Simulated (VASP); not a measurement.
# H in VASP: single point with PBE+D3(BJ)

Aim: the single point of H with PBE+D3(BJ).

Program: VASP 6.6.1. These are calculated values, not measurements. Logs are shortened: lines on timing, memory, paths and dates and some standing lists are left out, and cuts for length are marked.

## (1) The cell of the first run

The cell holds a molecule in a box, 1 atom: a = 7.667 Å, b = 7.667 Å, c = 27.112 Å, α = 90.00°, β = 90.00°, γ = 90.00°.

## (2) Single point, PBE+D3(BJ), collinear spin, ferromagnetic start

Input file INCAR:

```
SYSTEM = H
PREC = Accurate
ENCUT = 520
EDIFF = 1E-6
ISMEAR = 0
SIGMA = 0.05
LREAL = .False.
LASPH = .True.
NELM = 150
ALGO = Normal
ISIF = 2
LWAVE = .False.
LCHARG = .True.
ISPIN = 2
MAGMOM = 1
LORBIT = 11
LDIPOL = .True.
IDIPOL = 3
DIPOL = 0.5 0.5 0.547
GGA = PE
IVDW = 12
LELF = .True.
LVHAR = .True.
LVACPOTAV = .True.
NBANDS = 10
```

Input file KPOINTS:

```
regular mesh
0
Gamma
  2 2 1
  0 0 0
```

Input file POSCAR:

```
H
1.0
    7.6671877233      0.0000000000      0.0000000000
    0.0000000000      7.6671877233      0.0000000000
    0.0000000000      0.0000000000     27.1122849274
H
1
Direct
    0.2500000000      0.7500000000      0.5468764710
```

Potentials or basis: VASP PAW PBE potentials, release 64 (H).

Launch:

```
> cat potpaw_PBE.64/H/POTCAR > POTCAR
> mpirun -np 1 vasp_std > vasp.out
```

OUTCAR:

```text
SYSTEM = H
   PREC = Accurate
   ENCUT = 520
   EDIFF = 1E-6
   ISMEAR = 0
   LREAL = .False.
   LASPH = .True.
   NELM = 150
   ISIF = 2
   ISPIN = 2
   LORBIT = 11
   GGA = PE
   IVDW = 12
 IVDW          = 12

 ion  position               nearest neighbor table
   1  0.250  0.750  0.547-

  LATTYP: Found a simple tetragonal cell.
 ALAT       =     7.6671877233
 C/A-ratio  =     3.5361446603

  Lattice vectors:

 A1 = (   7.6671877233,   0.0000000000,   0.0000000000)
 A2 = (   0.0000000000,   7.6671877233,   0.0000000000)
 A3 = (   0.0000000000,   0.0000000000,  27.1122849274)

Analysis of symmetry for initial positions (statically):
=====================================================================
 Subroutine PRICEL returns:
 Original cell was already a primitive cell.

 Routine SETGRP: Setting up the symmetry group for a
 simple tetragonal supercell.

 Subroutine GETGRP returns: Found 16 space group operations
 (whereof  2 operations were pure point group operations)
 out of a pool of 16 trial point group operations.

The static configuration has the point symmetry C_1h.
 The point group associated with its full space group is D_4h.

Analysis of symmetry for dynamics (positions and initial velocities):
=====================================================================
 Subroutine PRICEL returns:
 Original cell was already a primitive cell.

 Routine SETGRP: Setting up the symmetry group for a
 simple tetragonal supercell.

 Subroutine GETGRP returns: Found 16 space group operations
 (whereof  2 operations were pure point group operations)
 out of a pool of 16 trial point group operations.

The dynamic configuration has the point symmetry C_1h.
 The point group associated with its full space group is D_4h.

Analysis of structural, dynamic, and magnetic symmetry:
=====================================================================
 Subroutine PRICEL returns:
 Original cell was already a primitive cell.

 Routine SETGRP: Setting up the symmetry group for a
 simple tetragonal supercell.

 Subroutine GETGRP returns: Found 16 space group operations
 (whereof  2 operations were pure point group operations)
 out of a pool of 16 trial point group operations.

The overall configuration has the point symmetry C_1h.
 The point group associated with its full space group is D_4h.

 Subroutine INISYM returns: Found 16 space group operations
 (whereof  2 operations are pure point group operations),
 and found     1 'primitive' translations

----------------------------------------------------------------------------------------

                                     Primitive cell

  volume of cell :    1593.8165

  direct lattice vectors                    reciprocal lattice vectors
     7.667187723  0.000000000  0.000000000     0.130425918  0.000000000  0.000000000
     0.000000000  7.667187723  0.000000000     0.000000000  0.130425918  0.000000000
     0.000000000  0.000000000 27.112284927     0.000000000  0.000000000  0.036883649

  length of vectors
     7.667187723  7.667187723 27.112284927     0.130425918  0.130425918  0.036883649

  position of ions in fractional coordinates (direct lattice)
     0.250000000  0.750000000  0.546876471

  ion indices of the primitive-cell ions
   primitive index   ion index
                 1           1

----------------------------------------------------------------------------------------

 KPOINTS: regular mesh

Automatic generation of k-mesh.
 Grid dimensions read from file:
 generate k-points for:    2    2    1

 Generating k-lattice:

  Cartesian coordinates                     Fractional coordinates (reciprocal lattice)
     0.065212959  0.000000000  0.000000000     0.500000000  0.000000000  0.000000000
     0.000000000  0.065212959  0.000000000     0.000000000  0.500000000  0.000000000
     0.000000000  0.000000000  0.036883649     0.000000000  0.000000000  1.000000000

  Length of vectors
     0.065212959  0.065212959  0.036883649

  Shift w.r.t. Gamma in fractional coordinates (k-lattice)
     0.000000000  0.000000000  0.000000000

 Subroutine IBZKPT returns following result:
 ===========================================

 Found      3 irreducible k-points:

 Following reciprocal coordinates:
            Coordinates               Weight
  0.000000  0.000000  0.000000      1.000000
  0.500000  0.000000  0.000000      2.000000
  0.500000  0.500000  0.000000      1.000000
   k-points           NKPTS =      3   k-points in BZ     NKDIM =      3   number of bands    NBANDS=     10
   number of dos      NEDOS =    301   number of ions     NIONS =      1
   total plane-waves  NPLWV = 756000
   dimension x,y,z NGX =    60 NGY =   60 NGZ =  210
   dimension x,y,z NGXF=   120 NGYF=  120 NGZF=  420
   ions per type =               1
   NGX,Y,Z   is equivalent  to a cutoff of  13.01, 13.01, 12.88 a.u.
   NGXF,Y,Z  is equivalent  to a cutoff of  26.02, 26.02, 25.75 a.u.
 SYSTEM =  H
   PREC   = accura    normal or accurate (medium, high low for compatibility)
   ISTART =      0    job   : 0-new  1-cont  2-samecut
   ICHARG =      2    charge: 1-file 2-atom 10-const
   ISPIN  =      2    spin polarized calculation?
   LNONCOLLINEAR =      F non collinear calculations
   LSORBIT =      F    spin-orbit coupling
   LASPH  =      T    aspherical Exc in radial PAW
   ENCUT  =  520.0 eV  38.22 Ry    6.18 a.u.  14.26 14.26 50.41*2*pi/ulx,y,z
   NELM   =    150;   NELMIN=  2; NELMDL= -5     # of ELM steps
   EDIFF  = 0.1E-05   stopping-criterion for ELM
   LREAL  =      F    real-space projection
   EDIFFG = 0.1E-04   stopping-criterion for IOM
   NSW    =      0    number of steps for IOM
   IBRION =     -1    ionic relax: 0-MD 1-quasi-New 2-CG
   NFREE  =      0    steps in history (QN), initial steepest desc. (CG)
   ISIF   =      2    stress and relaxation
   ISYM   =      2    0-nonsym 1-usesym 2-fastsym
   POTIM  = 0.5000    time-step for ionic-motion
   TEBEG  =    0.0;   TEEND  =   0.0 temperature during run
   PSTRESS=    0.0 pullay stress
   NELECT =       1.0000    total number of electrons
   NUPDOWN=      -1.0000    fix difference up-down
   EMIN   =  10.00;   EMAX   =-10.00  energy-range for DOS
   EFERMI =   0.00;   METHOD = LEGACY
   ISMEAR =     0;   SIGMA  =   0.05  broadening in eV -4-tet -1-fermi 0-gaus
   EFERMI_NEDOS =   21; number of points for ismear=-14 and -15
   IALGO  =     38    algorithm
   IMIX   =      4    mixing-type and parameters
     AMIX     =   0.40;   BMIX     =  1.00
     AMIX_MAG =   1.60;   BMIX_MAG =  1.00
  volume/ion in A,a.u.               =    1593.82     10755.60
  Fermi-wavevector in a.u.,A,eV,Ry     =   0.140151  0.264846  0.267249  0.019642
  Thomas-Fermi vector in A             =   0.798273
   LORBIT       =     11    0 simple, 1 ext, 2 COOP (PROOUT), +10 PAW based schemes
   GGA     = PE    functional components
   LHFCALC =     F    Hartree Fock is set to
   AEXX    =    0.0000 exact exchange contribution
   IVDW    =    12    specifies the selected vdW correction
   LEPSILON=     F    determine dielectric tensor
   LRPA    =     F    only Hartree local field effects (RPA)
 spin polarized calculation
 Gauss-broadening in eV      SIGMA  =   0.05
  energy-cutoff  :      520.00
  volume of cell :     1593.82
 maximum number of plane-waves:     42968
 NGX is ok and might be reduce to    60
   NGX = 29   NGY = 29   NGZ =101

 dipolmoment           0.000000      0.000000     -0.000001 electrons x Angstroem

 number of electron       1.0000000 magnetization       1.0000000

 dipolmoment           0.000000      0.000000      0.000003 electrons x Angstroem

 Free energy of the ion-electron system (eV)
  ---------------------------------------------------
  ext. energy  EPLUGINS =         0.00000000
  ---------------------------------------------------
  free energy    TOTEN  =        -1.11721451 eV

  energy without entropy =       -1.11721451  energy(sigma->0) =       -1.11721451

 E-fermi :  -7.3423     XC(G=0):  -0.1216

 val. band max:       -7.5773170447   @ k =   0.5000   0.5000   0.0000
 cond. band min:      -0.2778590513   @ k =   0.0000   0.0000   0.0000
 fundamental gap:      7.2994579934
 Fermi energy:        -7.3423185386

 spin component 1

 k-point     1 :       0.0000    0.0000    0.0000
  band No.  band energies     occupation
      1      -7.5795      1.00000
      2      -0.2779      0.00000
      3       0.0122      0.00000
      4       0.0858      0.00000
      5       0.5008      0.00000
      6       0.7087      0.00000
      7       1.3282      0.00000
      8       1.3282      0.00000
      9       1.4613      0.00000
     10       1.6819      0.00000

 k-point     2 :       0.5000    0.0000    0.0000
  band No.  band energies     occupation
      1      -7.5784      1.00000
      2       0.0642      0.00000
      3       0.3358      0.00000
      4       0.4961      0.00000
      5       0.7027      0.00000
      6       0.7247      0.00000
      7       0.7692      0.00000
      8       1.0490      0.00000
      9       1.2836      0.00000
     10       1.3087      0.00000

 k-point     3 :       0.5000    0.5000    0.0000
  band No.  band energies     occupation
      1      -7.5773      1.00000
      2       0.4251      0.00000
      3       0.4251      0.00000
      4       0.8813      0.00000
      5       1.0218      0.00000
      6       1.0715      0.00000
      7       1.3323      0.00000
      8       1.3323      0.00000
      9       1.3696      0.00000
     10       1.3696      0.00000
 Fermi energy:        -7.3423185386

 spin component 2

 k-point     1 :       0.0000    0.0000    0.0000
  band No.  band energies     occupation
      1       0.0079      0.00000
      2       0.1782      0.00000
      3       0.2649      0.00000
      4       0.8113      0.00000
      5       0.8619      0.00000
      6       1.8446      0.00000
      7       1.8656      0.00000
      8       2.5399      0.00000
      9       2.5607      0.00000
     10       2.5608      0.00000

 k-point     2 :       0.5000    0.0000    0.0000
  band No.  band energies     occupation
      1       0.6340      0.00000
      2       0.6560      0.00000
      3       0.8150      0.00000
      4       0.8206      0.00000
      5       0.8591      0.00000
      6       0.9442      0.00000
      7       1.4499      0.00000
      8       1.4520      0.00000
      9       1.4583      0.00000
     10       1.5529      0.00000

 k-point     3 :       0.5000    0.5000    0.0000
  band No.  band energies     occupation
      1       1.2725      0.00000
      2       1.2725      0.00000
      3       1.2746      0.00000
      4       1.3069      0.00000
      5       1.4526      0.00000
      6       1.4565      0.00000
      7       1.4565      0.00000
      8       1.4970      0.00000
      9       1.5002      0.00000
     10       1.5002      0.00000

------------------------ aborting loop because EDIFF is reached ----------------------------------------

 Edisp (eV)   -0.00005

 E8    (eV) :    -0.0000

  FORCE on cell =-STRESS in cart. coord.  units (eV):
  Direction    XX          YY          ZZ          XY          YZ          ZX
  --------------------------------------------------------------------------------------
  -------------------------------------------------------------------------------------
  Total      -0.01002    -0.01002    -0.00979     0.00000     0.00000     0.00000
  in kB      -0.01007    -0.01007    -0.00984     0.00000     0.00000     0.00000
  external pressure =       -0.01 kB  Pullay stress =        0.00 kB

 VOLUME and BASIS-vectors are now :
 -----------------------------------------------------------------------------
  energy-cutoff  :      520.00
  volume of cell :     1593.82
      direct lattice vectors                 reciprocal lattice vectors
     7.667187723  0.000000000  0.000000000     0.130425918  0.000000000  0.000000000
     0.000000000  7.667187723  0.000000000     0.000000000  0.130425918  0.000000000
     0.000000000  0.000000000 27.112284927     0.000000000  0.000000000  0.036883649

 POSITION                                       TOTAL-FORCE (eV/Angst)
 -----------------------------------------------------------------------------------
      1.91680      5.75039     14.82707        -0.000000      0.000000      0.000000
 -----------------------------------------------------------------------------------
    total drift:                               -0.000000      0.000000     -0.000001

  FREE ENERGIE OF THE ION-ELECTRON SYSTEM (eV)
  ---------------------------------------------------
  free  energy   TOTEN  =        -1.1172672709 eV

  energy  without entropy=       -1.1172672709  energy(sigma->0) =       -1.11726727

 vacuum level on the upper side and lower side of the slab         0.016         0.016

 total charge

# of ion       s       p       d       tot
------------------------------------------
    1        0.380   0.000   0.000   0.380

 magnetization (x)

# of ion       s       p       d       tot
------------------------------------------
    1        0.380   0.000   0.000   0.380
```

It took 7.1 min on 1 thread of AMD EPYC 7R43 (Zen 3), shared host; peak memory 1.6 GiB.

Results:

```yaml
Free_energy: -1.1173 eV
Gap_between_the_frontier_levels: 7.30 eV
Net_moment: 1.00 μB per cell
Site_moments: H +0.38 μB
Valence_electrons_inside_the_program's_atomic_spheres: H 0.38
Dispersion_energy_per_atom: 0.000 eV
```
